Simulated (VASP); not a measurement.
# Se (Fd-3m) in VASP: further runs

Runs on Se. Level: PBE. Tasks: relaxation of cell and atoms, single point.

Everything below comes from runs of VASP 6.6.1. Logs are shortened: lines on timing, memory, paths and dates and some standing lists are left out, and cuts for length are marked.

### 1 The cell of the first run

The structure is cubic, space group Fd-3m (No. 227). Conventional cell: a = 6.176 Å, b = 6.176 Å, c = 6.176 Å, α = 90.00°, β = 90.00°, γ = 90.00°. Within 3.5 Å of Se (site symmetry -43m) lie 4 Se at 2.67 Å.

This isn't the form of Se at room conditions, which is trigonal, of chains.

### 2 Relaxation of cell and atoms, PBE

Contents of INCAR:

```
ALGO = Normal ; EDIFF = 1E-6
EDIFFG = -0.01 ; ENCUT = 600
GGA = PE ; IBRION = 2
ISIF = 3 ; ISMEAR = -1
LASPH = T ; LCHARG = F
LREAL = F ; LWAVE = F
NELM = 100 ; NSW = 80
PREC = Accurate ; SIGMA = 0.1
```

Contents of KPOINTS:

```
k-points
0
Gamma
  9 9 9
```

Contents of POSCAR:

```
Se
1.0
    0.0000000000      3.0878327507      3.0878327507
    3.0878327507      0.0000000000      3.0878327507
    3.0878327507      3.0878327507      0.0000000000
Se
2
Direct
    0.1250000000      0.1250000000      0.1250000000
    0.8750000000      0.8750000000      0.8750000000
```

Potentials or basis: VASP PAW PBE potentials, release 64 (Se).

Started as:

```sh
cat potpaw_PBE.64/Se/POTCAR > POTCAR
mpirun -np 1 vasp_std > vasp.out
```

OUTCAR:

```text
EDIFF = 1E-6
   EDIFFG = -0.01
   ENCUT = 600
   GGA = PE
   IBRION = 2
   ISIF = 3
   ISMEAR = -1
   LASPH = T
   LREAL = F
   NELM = 100
   NSW = 80
   PREC = Accurate

 ion  position               nearest neighbor table
   1  0.125  0.125  0.125-   2 2.67   2 2.67   2 2.67   2 2.67
   2  0.875  0.875  0.875-   1 2.67   1 2.67   1 2.67   1 2.67

  LATTYP: Found a face centered cubic cell.
 ALAT       =     6.1756655014

  Lattice vectors:

 A1 = (   0.0000000000,   3.0878327507,   3.0878327507)
 A2 = (   3.0878327507,   0.0000000000,   3.0878327507)
 A3 = (   3.0878327507,   3.0878327507,   0.0000000000)

Analysis of symmetry for initial positions (statically):
=====================================================================
 Subroutine PRICEL returns:
 Original cell was already a primitive cell.

 Routine SETGRP: Setting up the symmetry group for a
 face centered cubic supercell.

 Subroutine GETGRP returns: Found 48 space group operations
 (whereof 12 operations were pure point group operations)
 out of a pool of 48 trial point group operations.

The static configuration has the point symmetry D_3d.
 The point group associated with its full space group is O_h .

Analysis of symmetry for dynamics (positions and initial velocities):
=====================================================================
 Subroutine PRICEL returns:
 Original cell was already a primitive cell.

 Routine SETGRP: Setting up the symmetry group for a
 face centered cubic supercell.

 Subroutine GETGRP returns: Found 48 space group operations
 (whereof 12 operations were pure point group operations)
 out of a pool of 48 trial point group operations.

The dynamic configuration has the point symmetry D_3d.
 The point group associated with its full space group is O_h .

 Subroutine INISYM returns: Found 48 space group operations
 (whereof 12 operations are pure point group operations),
 and found     1 'primitive' translations

----------------------------------------------------------------------------------------

                                     Primitive cell

  volume of cell :      58.8832

  direct lattice vectors                    reciprocal lattice vectors
     0.000000000  3.087832751  3.087832751    -0.161925869  0.161925869  0.161925869
     3.087832751  0.000000000  3.087832751     0.161925869 -0.161925869  0.161925869
     3.087832751  3.087832751  0.000000000     0.161925869  0.161925869 -0.161925869

  length of vectors
     4.366854954  4.366854954  4.366854954     0.280463831  0.280463831  0.280463831

  position of ions in fractional coordinates (direct lattice)
     0.125000000  0.125000000  0.125000000
     0.875000000  0.875000000  0.875000000

  ion indices of the primitive-cell ions
   primitive index   ion index
                 1           1
                 2           2

----------------------------------------------------------------------------------------

 KPOINTS: k-points

Automatic generation of k-mesh.
 Grid dimensions read from file:
 generate k-points for:    9    9    9

 Generating k-lattice:

  Cartesian coordinates                     Fractional coordinates (reciprocal lattice)
    -0.017991763  0.017991763  0.017991763     0.111111111  0.000000000  0.000000000
     0.017991763 -0.017991763  0.017991763     0.000000000  0.111111111  0.000000000
     0.017991763  0.017991763 -0.017991763     0.000000000  0.000000000  0.111111111

  Length of vectors
     0.031162648  0.031162648  0.031162648

  Shift w.r.t. Gamma in fractional coordinates (k-lattice)
     0.000000000  0.000000000  0.000000000

 Subroutine IBZKPT returns following result:
 ===========================================

 Found     35 irreducible k-points:

 Following reciprocal coordinates:
            Coordinates               Weight
  0.000000  0.000000  0.000000      1.000000
  0.111111  0.000000  0.000000      8.000000
  0.222222  0.000000  0.000000      8.000000
  0.333333  0.000000  0.000000      8.000000
  0.444444  0.000000  0.000000      8.000000
  0.111111  0.111111  0.000000      6.000000
[... 16 lines left out ...]
 -0.333333  0.333333  0.000000     12.000000
  0.444444  0.444444  0.000000      6.000000
 [... further k-points ...]
   k-points           NKPTS =     35   k-points in BZ     NKDIM =     35   number of bands    NBANDS=     10
   number of dos      NEDOS =    301   number of ions     NIONS =      2
   total plane-waves  NPLWV =  46656
   dimension x,y,z NGX =    36 NGY =   36 NGZ =   36
   dimension x,y,z NGXF=    72 NGYF=   72 NGZF=   72
   ions per type =               2
   NGX,Y,Z   is equivalent  to a cutoff of  13.71, 13.71, 13.71 a.u.
   NGXF,Y,Z  is equivalent  to a cutoff of  27.41, 27.41, 27.41 a.u.
 SYSTEM =  unknown system
   PREC   = accura    normal or accurate (medium, high low for compatibility)
   ISTART =      0    job   : 0-new  1-cont  2-samecut
   ICHARG =      2    charge: 1-file 2-atom 10-const
   ISPIN  =      1    spin polarized calculation?
   LNONCOLLINEAR =      F non collinear calculations
   LSORBIT =      F    spin-orbit coupling
   LASPH  =      T    aspherical Exc in radial PAW
   ENCUT  =  600.0 eV  44.10 Ry    6.64 a.u.   8.72  8.72  8.72*2*pi/ulx,y,z
   NELM   =    100;   NELMIN=  2; NELMDL= -5     # of ELM steps
   EDIFF  = 0.1E-05   stopping-criterion for ELM
   LREAL  =      F    real-space projection
   EDIFFG = -.1E-01   stopping-criterion for IOM
   NSW    =     80    number of steps for IOM
   IBRION =      2    ionic relax: 0-MD 1-quasi-New 2-CG
   NFREE  =      1    steps in history (QN), initial steepest desc. (CG)
   ISIF   =      3    stress and relaxation
   ISYM   =      2    0-nonsym 1-usesym 2-fastsym
   POTIM  = 0.5000    time-step for ionic-motion
   TEBEG  =    0.0;   TEEND  =   0.0 temperature during run
   PSTRESS=    0.0 pullay stress
   NELECT =      12.0000    total number of electrons
   NUPDOWN=      -1.0000    fix difference up-down
   EMIN   =  10.00;   EMAX   =-10.00  energy-range for DOS
   EFERMI =   0.00;   METHOD = LEGACY
   ISMEAR =    -1;   SIGMA  =   0.10  broadening in eV -4-tet -1-fermi 0-gaus
   EFERMI_NEDOS =   21; number of points for ismear=-14 and -15
   IALGO  =     38    algorithm
   IMIX   =      4    mixing-type and parameters
     AMIX     =   0.40;   BMIX     =  1.00
     AMIX_MAG =   1.60;   BMIX_MAG =  1.00
  volume/ion in A,a.u.               =      29.44       198.68
  Fermi-wavevector in a.u.,A,eV,Ry     =   0.963396  1.820554 12.627999  0.928132
  Thomas-Fermi vector in A             =   2.092938
   LORBIT       =      0    0 simple, 1 ext, 2 COOP (PROOUT), +10 PAW based schemes
   GGA     = PE    functional components
   LHFCALC =     F    Hartree Fock is set to
   AEXX    =    0.0000 exact exchange contribution
   IVDW    =     0    specifies the selected vdW correction
   LEPSILON=     F    determine dielectric tensor
   LRPA    =     F    only Hartree local field effects (RPA)
 conjugate gradient relaxation of ions
 non-spin polarized calculation
  energy-cutoff  :      600.00
  volume of cell :       58.88
 maximum number of plane-waves:      1989
   NGX = 17   NGY = 17   NGZ = 17

--------------------------------------- Ionic step        1  -------------------------------------------

 number of electron      12.0000001 magnetization

 Free energy of the ion-electron system (eV)
  ---------------------------------------------------
  ext. energy  EPLUGINS =         0.00000000
  ---------------------------------------------------
  free energy    TOTEN  =        -5.97424370 eV

  energy without entropy =       -5.91682027  energy(sigma->0) =       -5.94553198

------------------------ aborting loop because EDIFF is reached ----------------------------------------

  FORCE on cell =-STRESS in cart. coord.  units (eV):
  Direction    XX          YY          ZZ          XY          YZ          ZX
  --------------------------------------------------------------------------------------
  -------------------------------------------------------------------------------------
  Total        1.2773351      1.2773351      1.2773351      0.0000000     -0.0000000      0.0000000
  in kB       34.7555459     34.7555459     34.7555459      0.0000000     -0.0000000      0.0000000
  external PRESSURE =      34.7555459 kB  Pullay stress =       0.0000000 kB
[... 57 lines left out ...]
  energy  without entropy=       -5.9622874336  energy(sigma->0) =       -5.99112573

--------------------------------------- Ionic step        3  -------------------------------------------

 number of electron      11.9999999 magnetization

 Free energy of the ion-electron system (eV)
  ---------------------------------------------------
  ext. energy  EPLUGINS =         0.00000000
  ---------------------------------------------------
  free energy    TOTEN  =        -6.02161343 eV

  energy without entropy =       -5.96405331  energy(sigma->0) =       -5.99283337

 E-fermi :   1.9965     XC(G=0):  -8.1450

 val. band max:        1.9840634630   @ k =  -0.1111   0.1111   0.0000
 cond. band min:       2.0483642821   @ k =   0.2222   0.1111   0.0000
 fundamental gap:      0.0643008191
 Fermi energy:         1.9965486370

 k-point     1 :       0.0000    0.0000    0.0000
  band No.  band energies     occupation
      1     -13.2283      2.00000
      2      -8.2626      2.00000
      3      -1.3799      2.00000
      4      -1.3799      2.00000
      5      -1.3799      2.00000
      6       1.2564      1.99878
      7       1.2564      1.99878
      8       1.2564      1.99878
      9       6.4155      0.00000
     10       9.6723      0.00000
[... 287 lines left out ...]
 k-point    24 :       0.4444    0.4444    0.0000
  band No.  band energies     occupation
      1     -11.6340      2.00000
      2     -10.8438      2.00000
      3      -2.7931      2.00000
      4      -2.7931      2.00000
      5       0.0462      2.00000
      6       0.1356      2.00000
      7       4.0272      0.00000
      8       4.0272      0.00000
      9       7.7403      0.00000
     10       8.7649      0.00000

 [... further k-points ...]

------------------------ aborting loop because EDIFF is reached ----------------------------------------

  FORCE on cell =-STRESS in cart. coord.  units (eV):
  Direction    XX          YY          ZZ          XY          YZ          ZX
  --------------------------------------------------------------------------------------
  -------------------------------------------------------------------------------------
  Total        0.0058366      0.0058366      0.0058366      0.0000000      0.0000000     -0.0000000
  in kB        0.1471766      0.1471766      0.1471766      0.0000000      0.0000000     -0.0000000
  external PRESSURE =       0.1471766 kB  Pullay stress =       0.0000000 kB
[... 17 lines left out ...]
  FREE ENERGIE OF THE ION-ELECTRON SYSTEM (eV)
  ---------------------------------------------------
  free  energy   TOTEN  =        -6.0216134253 eV

  energy  without entropy=       -5.9640533058  energy(sigma->0) =       -5.99283337

 reached required accuracy - stopping structural energy minimisation
```

It took 99 s on 1 thread of Intel Xeon 8259CL, shared host; peak memory 0.21 GiB.

Results:

```
Free energy                           : -6.0216 eV
Relaxed volume                        : 31.77 Å³/atom
Relaxed cell                          : a = 4.479 Å, b = 4.479 Å, c = 4.479 Å, α = 60.00°, β = 60.00°, γ = 60.00°
Space group after relaxing (to 0.1 Å) : Fd-3m (No. 227)
Energy gained by relaxing             : 23.7 meV/atom
Ionic steps                           : 3
Pressure after relaxing               : 0.0 GPa
Band gap on the k mesh                : zero (bands 6 and 7 overlap by 1.03 eV)
```

Step by step:
| step | energy change (eV) | largest force (eV/Å) | pressure (GPa) | volume (Å³) |
| --- | --- | --- | --- | --- |
| 1 | 0.0000 | 0.0000 | 3.48 | 58.88 |
| 2 | -0.0457 | 0.0000 | -0.55 | 64.50 |
| 3 | -0.0474 | 0.0000 | 0.01 | 63.54 |

Final structure:
```yaml
crystal:
  lattice:
    - [0.00000, 3.16715, 3.16715]
    - [3.16715, 0.00000, 3.16715]
    - [3.16715, 3.16715, 0.00000]
  atoms:
    - { symbol: Se, position: [0.12500, 0.12500, 0.12500] }
    - { symbol: Se, position: [0.87500, 0.87500, 0.87500] }
```

### 3 Single point, PBE

This run uses another cell than the first one, of 31.77 Å³/atom.

Contents of INCAR:

```
PREC = Accurate
ENCUT = 520
EDIFF = 1E-6
ISMEAR = -1
SIGMA = 0.1
LREAL = F
LASPH = T
NELM = 80
ALGO = Normal
ISIF = 2
LWAVE = F
LCHARG = T
GGA = PE
LELF = T
LVHAR = T
NBANDS = 13
```

Contents of KPOINTS:

```
Automatic mesh
0
Gamma
  14 14 14
```

Contents of POSCAR:

```
Se
1.0
    0.0000000000      3.1670468414      3.1670468414
    3.1670468414      0.0000000000      3.1670468414
    3.1670468414      3.1670468414      0.0000000000
Se
2
Direct
    0.1250000000      0.1250000000      0.1250000000
    0.8750000000      0.8750000000      0.8750000000
```

Potentials or basis: VASP PAW PBE potentials, release 64 (Se).

Started as:

```sh
cat potpaw_PBE.64/Se/POTCAR > POTCAR
mpirun -np 1 vasp_std > vasp.out
```

OUTCAR:

```text
PREC = Accurate
   ENCUT = 520
   EDIFF = 1E-6
   ISMEAR = -1
   LREAL = F
   LASPH = T
   NELM = 80
   ISIF = 2
   GGA = PE

 ion  position               nearest neighbor table
   1  0.125  0.125  0.125-   2 2.74   2 2.74   2 2.74   2 2.74
   2  0.875  0.875  0.875-   1 2.74   1 2.74   1 2.74   1 2.74

  LATTYP: Found a face centered cubic cell.
 ALAT       =     6.3340936828

  Lattice vectors:

 A1 = (   0.0000000000,   3.1670468414,   3.1670468414)
 A2 = (   3.1670468414,   0.0000000000,   3.1670468414)
 A3 = (   3.1670468414,   3.1670468414,   0.0000000000)

Analysis of symmetry for initial positions (statically):
=====================================================================
 Subroutine PRICEL returns:
 Original cell was already a primitive cell.

 Routine SETGRP: Setting up the symmetry group for a
 face centered cubic supercell.

 Subroutine GETGRP returns: Found 48 space group operations
 (whereof 12 operations were pure point group operations)
 out of a pool of 48 trial point group operations.

The static configuration has the point symmetry D_3d.
 The point group associated with its full space group is O_h .
[... 175 lines left out ...]
      5      -1.3797      2.00000
      6       1.2569      1.99878
      7       1.2569      1.99878
      8       1.2569      1.99878
      9       6.4156      0.00000
     10       9.6731      0.00000
     11       9.6731      0.00000
     12      11.5697      0.00000
     13      11.5697      0.00000
[... 354 lines left out ...]
  band No.  band energies     occupation
      1     -12.7639      2.00000
      2      -9.2478      2.00000
      3      -2.2226      2.00000
      4      -2.0904      2.00000
      5      -0.8592      2.00000
      6       1.0691      1.99981
      7       2.3919      0.03774
      8       2.5361      0.00905
      9       7.9554      0.00000
     10       8.2329      0.00000
     11      10.0027      0.00000
     12      11.7456      0.00000
     13      13.2339      0.00000

 [... further k-points ...]

------------------------ aborting loop because EDIFF is reached ----------------------------------------

  FORCE on cell =-STRESS in cart. coord.  units (eV):
  Direction    XX          YY          ZZ          XY          YZ          ZX
  --------------------------------------------------------------------------------------
  -------------------------------------------------------------------------------------
  Total        0.0020424      0.0020424      0.0020424      0.0000000      0.0000000     -0.0000000
  in kB        0.0515053      0.0515053      0.0515053      0.0000000      0.0000000     -0.0000000
  external PRESSURE =       0.0515053 kB  Pullay stress =       0.0000000 kB

 VOLUME and BASIS-vectors are now :
 -----------------------------------------------------------------------------
  energy-cutoff  :      520.00
  volume of cell :       63.53
      direct lattice vectors                 reciprocal lattice vectors
     0.000000000  3.167046841  3.167046841    -0.157875783  0.157875783  0.157875783
     3.167046841  0.000000000  3.167046841     0.157875783 -0.157875783  0.157875783
     3.167046841  3.167046841  0.000000000     0.157875783  0.157875783 -0.157875783

 POSITION                                       TOTAL-FORCE (eV/Angst)
 -----------------------------------------------------------------------------------
      0.79176      0.79176      0.79176         0.000000      0.000000      0.000000
      5.54233      5.54233      5.54233        -0.000000     -0.000000     -0.000000
 -----------------------------------------------------------------------------------
    total drift:                               -0.000000      0.000000      0.000000

  FREE ENERGIE OF THE ION-ELECTRON SYSTEM (eV)
  ---------------------------------------------------
  free  energy   TOTEN  =        -6.0224004912 eV

  energy  without entropy=       -5.9657565105  energy(sigma->0) =       -5.99407850
```

It took 2.1 min on 1 thread of Intel Xeon 8259CL, shared host; peak memory 0.24 GiB.

What came out:

```
Free energy            : -6.0224 eV
Pressure               : 0.0 GPa
Band gap on the k mesh : zero (bands 6 and 7 overlap by 1.05 eV)
```

Levels at points of the mesh, in eV from the Fermi level:
```
           k point  band 2  band 3  band 4  band 5  band 6  band 7  band 8  band 9  band 10  band 11
(0.00, 0.00, 0.00)  -10.26   -3.38   -3.38   -3.38   -0.74   -0.74   -0.74    4.42     7.68     7.68
(0.50, 0.00, 0.00)  -12.06   -4.06   -4.06   -4.05    0.31    0.31    1.63    6.89     6.93     8.00
(0.50, 0.50, 0.00)  -13.25   -4.82   -4.82   -1.90   -1.90    2.12    2.12    6.23     6.23     9.79
```

(Continued in part 2 of 2.)

The gap in the log of VASP goes by the Fermi energy; the results here count the filled bands.